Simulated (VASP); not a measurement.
# BAs (F-43m) in VASP: further runs

BAs is run at these levels: BLYP+D3(BJ), PBEsol; tasks: relaxation of cell and atoms, single point.

Everything below comes from runs of VASP 6.6.1. Logs are shortened: lines on timing, memory, paths and dates and some standing lists are left out, and cuts for length are marked.

## Step 1: The cell of the first run

It takes space group F-43m (No. 216, cubic). Conventional cell: a = 4.777 Å, b = 4.777 Å, c = 4.777 Å, α = 90.00°, β = 90.00°, γ = 90.00°. As (site symmetry -43m) has 4 B at 2.07 Å within 2.7 Å. B (site symmetry -43m) has 4 As at 2.07 Å within 2.7 Å.

## Step 2: Relaxation of cell and atoms, BLYP+D3(BJ)

Input file INCAR:

```
PREC     = Accurate       # precision mode
ENCUT    = 600            # plane-wave cutoff, eV
EDIFF    = 1E-6           # SCF threshold, eV
ISMEAR   = -1             # smearing method
SIGMA    = 0.05           # smearing width, eV
LREAL    = F              # projectors in reciprocal space
LASPH    = T              # aspherical terms in the spheres
NELM     = 100            # most SCF steps
ALGO     = Normal         # electronic algorithm
ISIF     = 3              # what is computed and relaxed
LWAVE    = F              # write WAVECAR
LCHARG   = F              # write CHGCAR
GGA      = B5             # functional
ALDAX    = 1.0          
AGGAX    = 1.0          
AGGAC    = 1.0          
ALDAC    = 0.0          
IVDW     = 12             # dispersion correction
VDW_S6   = 1.0          
VDW_S8   = 2.6996       
VDW_A1   = 0.4298       
VDW_A2   = 4.2359       
IBRION   = 2              # ionic algorithm
NSW      = 60             # ionic steps
EDIFFG   = -0.01          # ionic threshold
```

Input file KPOINTS:

```
Automatic mesh
0
Gamma
  10 10 10
```

Input file POSCAR:

```
BAs
1.0
    0.0000000000      2.3885000000      2.3885000000
    2.3885000000      0.0000000000      2.3885000000
    2.3885000000      2.3885000000      0.0000000000
As B
1 1
Direct
    0.7500000000      0.7500000000      0.7500000000
    0.0000000000      0.0000000000      0.0000000000
```

Potentials or basis: VASP PAW PBE potentials, release 64 (As, B).

Command:

```console
$ cat potpaw_PBE.64/As/POTCAR potpaw_PBE.64/B/POTCAR > POTCAR
$ mpirun -np 1 vasp_std > vasp.out
```

OUTCAR:

```text
PREC = Accurate
   ENCUT = 600
   EDIFF = 1E-6
   ISMEAR = -1
   LREAL = F
   LASPH = T
   NELM = 100
   ISIF = 3
   GGA = B5
   IVDW = 12
   IBRION = 2
   NSW = 60
   EDIFFG = -0.01
 IVDW          = 12

 ion  position               nearest neighbor table
   1  0.750  0.750  0.750-   2 2.07   2 2.07   2 2.07   2 2.07
   2  0.000  0.000  0.000-   1 2.07   1 2.07   1 2.07   1 2.07

  LATTYP: Found a face centered cubic cell.
 ALAT       =     4.7770000000

  Lattice vectors:

 A1 = (   0.0000000000,   2.3885000000,   2.3885000000)
 A2 = (   2.3885000000,   0.0000000000,   2.3885000000)
 A3 = (   2.3885000000,   2.3885000000,   0.0000000000)

Analysis of symmetry for initial positions (statically):
=====================================================================
 Subroutine PRICEL returns:
 Original cell was already a primitive cell.

 Routine SETGRP: Setting up the symmetry group for a
 face centered cubic supercell.

 Subroutine GETGRP returns: Found 24 space group operations
 (whereof 24 operations were pure point group operations)
 out of a pool of 48 trial point group operations.

The static configuration has the point symmetry T_d .

Analysis of symmetry for dynamics (positions and initial velocities):
=====================================================================
 Subroutine PRICEL returns:
 Original cell was already a primitive cell.

 Routine SETGRP: Setting up the symmetry group for a
 face centered cubic supercell.

 Subroutine GETGRP returns: Found 24 space group operations
 (whereof 24 operations were pure point group operations)
 out of a pool of 48 trial point group operations.

The dynamic configuration has the point symmetry T_d .

 Subroutine INISYM returns: Found 24 space group operations
 (whereof 24 operations are pure point group operations),
 and found     1 'primitive' translations

----------------------------------------------------------------------------------------

                                     Primitive cell

  volume of cell :      27.2525

  direct lattice vectors                    reciprocal lattice vectors
     0.000000000  2.388500000  2.388500000    -0.209336404  0.209336404  0.209336404
     2.388500000  0.000000000  2.388500000     0.209336404 -0.209336404  0.209336404
     2.388500000  2.388500000  0.000000000     0.209336404  0.209336404 -0.209336404

  length of vectors
     3.377849094  3.377849094  3.377849094     0.362581287  0.362581287  0.362581287

  position of ions in fractional coordinates (direct lattice)
     0.750000000  0.750000000  0.750000000
     0.000000000  0.000000000  0.000000000

  ion indices of the primitive-cell ions
   primitive index   ion index
                 1           1
                 2           2

----------------------------------------------------------------------------------------

 KPOINTS: Automatic mesh

Automatic generation of k-mesh.
 Grid dimensions read from file:
 generate k-points for:   10   10   10

 Generating k-lattice:

  Cartesian coordinates                     Fractional coordinates (reciprocal lattice)
    -0.020933640  0.020933640  0.020933640     0.100000000  0.000000000  0.000000000
     0.020933640 -0.020933640  0.020933640     0.000000000  0.100000000  0.000000000
     0.020933640  0.020933640 -0.020933640     0.000000000  0.000000000  0.100000000

  Length of vectors
     0.036258129  0.036258129  0.036258129

  Shift w.r.t. Gamma in fractional coordinates (k-lattice)
     0.000000000  0.000000000  0.000000000

[... 52 lines left out ...]
   EDIFFG = -.1E-01   stopping-criterion for IOM
   NSW    =     60    number of steps for IOM
   IBRION =      2    ionic relax: 0-MD 1-quasi-New 2-CG
   NFREE  =      1    steps in history (QN), initial steepest desc. (CG)
   ISIF   =      3    stress and relaxation
   ISYM   =      2    0-nonsym 1-usesym 2-fastsym
   POTIM  = 0.5000    time-step for ionic-motion
   TEBEG  =    0.0;   TEEND  =   0.0 temperature during run
   PSTRESS=    0.0 pullay stress
   NELECT =       8.0000    total number of electrons
   NUPDOWN=      -1.0000    fix difference up-down
   EMIN   =  10.00;   EMAX   =-10.00  energy-range for DOS
   EFERMI =   0.00;   METHOD = LEGACY
   ISMEAR =    -1;   SIGMA  =   0.05  broadening in eV -4-tet -1-fermi 0-gaus
   EFERMI_NEDOS =   21; number of points for ismear=-14 and -15
   IALGO  =     38    algorithm
   IMIX   =      4    mixing-type and parameters
     AMIX     =   0.40;   BMIX     =  1.00
     AMIX_MAG =   1.60;   BMIX_MAG =  1.00
  volume/ion in A,a.u.               =      13.63        91.95
  Fermi-wavevector in a.u.,A,eV,Ry     =   1.088018  2.056057 16.106360  1.183784
  Thomas-Fermi vector in A             =   2.224191
   LORBIT       =      0    0 simple, 1 ext, 2 COOP (PROOUT), +10 PAW based schemes
   GGA     = B5    functional components
   LHFCALC =     F    Hartree Fock is set to
   AEXX    =    0.0000 exact exchange contribution
   IVDW    =    12    specifies the selected vdW correction
   LEPSILON=     F    determine dielectric tensor
   LRPA    =     F    only Hartree local field effects (RPA)
 conjugate gradient relaxation of ions
 non-spin polarized calculation
  energy-cutoff  :      600.00
  volume of cell :       27.25
 maximum number of plane-waves:       941
   NGX = 13   NGY = 13   NGZ = 13

--------------------------------------- Ionic step        1  -------------------------------------------

 number of electron       8.0000000 magnetization

 Free energy of the ion-electron system (eV)
  ---------------------------------------------------
  ext. energy  EPLUGINS =         0.00000000
  ---------------------------------------------------
  free energy    TOTEN  =       -10.02394210 eV

  energy without entropy =      -10.02394209  energy(sigma->0) =      -10.02394210

------------------------ aborting loop because EDIFF is reached ----------------------------------------

 Edisp (eV)   -1.44843

 E8    (eV) :    -1.0202

  FORCE on cell =-STRESS in cart. coord.  units (eV):
  Direction    XX          YY          ZZ          XY          YZ          ZX
  --------------------------------------------------------------------------------------
  -------------------------------------------------------------------------------------
  Total       0.02447     0.02447     0.02447    -0.00000    -0.00000     0.00000
  in kB       1.43884     1.43884     1.43884    -0.00000    -0.00000     0.00000
  external pressure =        1.44 kB  Pullay stress =        0.00 kB

 VOLUME and BASIS-vectors are now :
 -----------------------------------------------------------------------------
  energy-cutoff  :      600.00
  volume of cell :       27.25
      direct lattice vectors                 reciprocal lattice vectors
     0.000000000  2.388500000  2.388500000    -0.209336404  0.209336404  0.209336404
     2.388500000  0.000000000  2.388500000     0.209336404 -0.209336404  0.209336404
     2.388500000  2.388500000  0.000000000     0.209336404  0.209336404 -0.209336404

 POSITION                                       TOTAL-FORCE (eV/Angst)
 -----------------------------------------------------------------------------------
      3.58275      3.58275      3.58275         0.000000     -0.000000      0.000000
      0.00000      0.00000      0.00000        -0.000000      0.000000     -0.000000
 -----------------------------------------------------------------------------------
    total drift:                                0.000000      0.000000      0.000000

  FREE ENERGIE OF THE ION-ELECTRON SYSTEM (eV)
  ---------------------------------------------------
  free  energy   TOTEN  =       -11.4723730755 eV

  energy  without entropy=      -11.4723730651  energy(sigma->0) =      -11.47237307

--------------------------------------- Ionic step        2  -------------------------------------------

 number of electron       8.0000000 magnetization

 Free energy of the ion-electron system (eV)
  ---------------------------------------------------
  ext. energy  EPLUGINS =         0.00000000
  ---------------------------------------------------
  free energy    TOTEN  =       -10.02651707 eV

  energy without entropy =      -10.02651706  energy(sigma->0) =      -10.02651707

 E-fermi :   7.1771     XC(G=0):  -9.9086

 val. band max:        6.4913208914   @ k =   0.0000   0.0000   0.0000
 cond. band min:       7.8982673962   @ k =   0.4000   0.4000   0.0000
 fundamental gap:      1.4069465048
 Fermi energy:         7.1771104618

 k-point     1 :       0.0000    0.0000    0.0000
  band No.  band energies     occupation
      1      -8.7940      2.00000
      2       6.4913      2.00000
      3       6.4913      2.00000
      4       6.4913      2.00000
      5       9.8605      0.00000
      6       9.8605      0.00000
      7       9.8605      0.00000
      8      11.1467      0.00000
[... 243 lines left out ...]
 k-point    24 :       0.4000    0.3000    0.0000
  band No.  band energies     occupation
      1      -6.1917      2.00000
      2       0.0983      2.00000
      3       2.6147      2.00000
      4       3.0806      2.00000
      5       8.3951      0.00000
      6      10.1175      0.00000
      7      15.3369      0.00000
      8      15.5611      0.00000

 [... further k-points ...]

------------------------ aborting loop because EDIFF is reached ----------------------------------------

 Edisp (eV)   -1.44586

 E8    (eV) :    -1.0184

  FORCE on cell =-STRESS in cart. coord.  units (eV):
  Direction    XX          YY          ZZ          XY          YZ          ZX
  --------------------------------------------------------------------------------------
  -------------------------------------------------------------------------------------
  Total      -0.01488    -0.01488    -0.01488     0.00000     0.00000     0.00000
  in kB      -0.87328    -0.87328    -0.87328     0.00000     0.00000     0.00000
  external pressure =       -0.87 kB  Pullay stress =        0.00 kB

 VOLUME and BASIS-vectors are now :
 -----------------------------------------------------------------------------
  energy-cutoff  :      600.00
  volume of cell :       27.30
      direct lattice vectors                 reciprocal lattice vectors
    -0.000000000  2.389910052  2.389910052    -0.209212895  0.209212895  0.209212895
     2.389910052  0.000000000  2.389910052     0.209212895 -0.209212895  0.209212895
     2.389910052  2.389910052 -0.000000000     0.209212895  0.209212895 -0.209212895

 POSITION                                       TOTAL-FORCE (eV/Angst)
 -----------------------------------------------------------------------------------
      3.58487      3.58487      3.58487        -0.000000     -0.000000     -0.000000
      2.38991      0.00000      2.38991         0.000000      0.000000      0.000000
 -----------------------------------------------------------------------------------
    total drift:                                0.000000      0.000000      0.000000

  FREE ENERGIE OF THE ION-ELECTRON SYSTEM (eV)
  ---------------------------------------------------
  free  energy   TOTEN  =       -11.4723803227 eV

  energy  without entropy=      -11.4723803124  energy(sigma->0) =      -11.47238032

 reached required accuracy - stopping structural energy minimisation
```

It took 21 s on 1 thread of AMD EPYC 9R45 (Zen 5), shared host; peak memory 0.14 GiB.

What came out:

```yaml
Free_energy: -11.4724 eV
Relaxed_volume: 13.65 Å³/atom
Relaxed_cell: a = 3.380 Å, b = 3.380 Å, c = 3.380 Å, α = 60.00°, β = 60.00°, γ = 60.00°
Space_group_after_relaxing_to_0.05_Å: F-43m (No. 216)
Energy_gained_by_relaxing: 0.0 meV/atom
Ionic_steps: 2
Pressure_after_relaxing: -0.1 GPa
Band_gap_on_the_k_mesh: 1.41 eV, indirect (least direct gap 3.37 eV)
Dispersion_energy_per_atom: -0.723 eV
```

Final structure:
```yaml
crystal:
  lattice:
    - [0.00000, 2.38991, 2.38991]
    - [2.38991, 0.00000, 2.38991]
    - [2.38991, 2.38991, 0.00000]
  atoms:
    - { symbol: As, position: [0.75000, 0.75000, 0.75000] }
    - { symbol: B, position: [0.00000, 0.00000, 0.00000] }
```

Levels at points of the mesh, in eV from the valence-band top:
```csv
k point,band 1,band 2,band 3,band 4,band 5,band 6,band 7,band 8
"(0.00, 0.00, 0.00)",-15.29,0.00,0.00,0.00,3.37,3.37,3.37,4.66
"(0.50, 0.00, 0.00)",-12.48,-8.62,-1.79,-1.79,2.78,4.92,4.92,9.11
"(0.50, 0.50, 0.00)",-11.19,-8.41,-4.00,-4.00,1.67,1.70,11.29,11.29
```

Caveat: the PAW data sets were made with another functional, which shifts forces and pressure a little.

(Part 1 of 2 ends here.)
